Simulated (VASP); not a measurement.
Write the native input for VASP 6.6.1 that does the following.

* Task: single point
* Functional: PBEsol
* Potentials or basis: VASP PAW PBE potentials, release 64 (Rh_pv)
* Cutoff: 520 eV
* k mesh: 24 × 24 × 14
* Occupations: gaussian, width 0.15 eV
* Spin: no spin polarisation
* Dipole correction: no
* Further INCAR settings: ALGO = Fast; EDIFF = 1e-06; NBANDS = 22

The structure of Rh lies in POSCAR:

```
Rh
1.0
    2.6887360848      0.0000000000      0.0000000000
   -1.3443680424      2.3285137535      0.0000000000
    0.0000000000      0.0000000000      4.3290202437
Rh
2
Direct
    0.6108783724      0.3333333333      0.6807002548
    0.3333333333      0.6666666667      0.2500000000
```

This cell differs from its parent crystal: atom 1 (Rh) moved by (-0.150, -0.300) A along x and z.

The input as run:

INCAR

```
ALGO = Fast
EDIFF = 1E-6
ENCUT = 520
GGA = PS
ISIF = 2
ISMEAR = 0
KPAR = 4
LASPH = True
LCHARG = True
LREAL = False
LVHAR = True
LWAVE = False
NBANDS = 22
NELM = 60
PREC = Accurate
SIGMA = 0.15
```

KPOINTS

```
k-points
0
Gamma
  24 24 14
```

Potentials or basis: VASP PAW PBE potentials, release 64 (Rh_pv).

Launch:

```sh
$ cat potpaw_PBE.64/Rh_pv/POTCAR > POTCAR
$ mpirun -np 4 vasp_std > vasp.out
```

It gave:

* Pressure: 17.1 GPa
* Largest force: 4.297 eV/Å
* Band gap on the k mesh: zero (bands 15 and 16 overlap by 2.03 eV)

Caveat: the cell differs from its parent crystal (atom 1 (Rh) moved by (-0.150, -0.300) A along x and z); the stress differs along the axes, from 12 to 26 GPa; the PAW data sets were made with another functional, which shifts forces and pressure a little.

It took 9 min on 4 MPI ranks on Oxide Virtual Turin-like Processor (shared host), peak memory 1.7 GiB a rank.
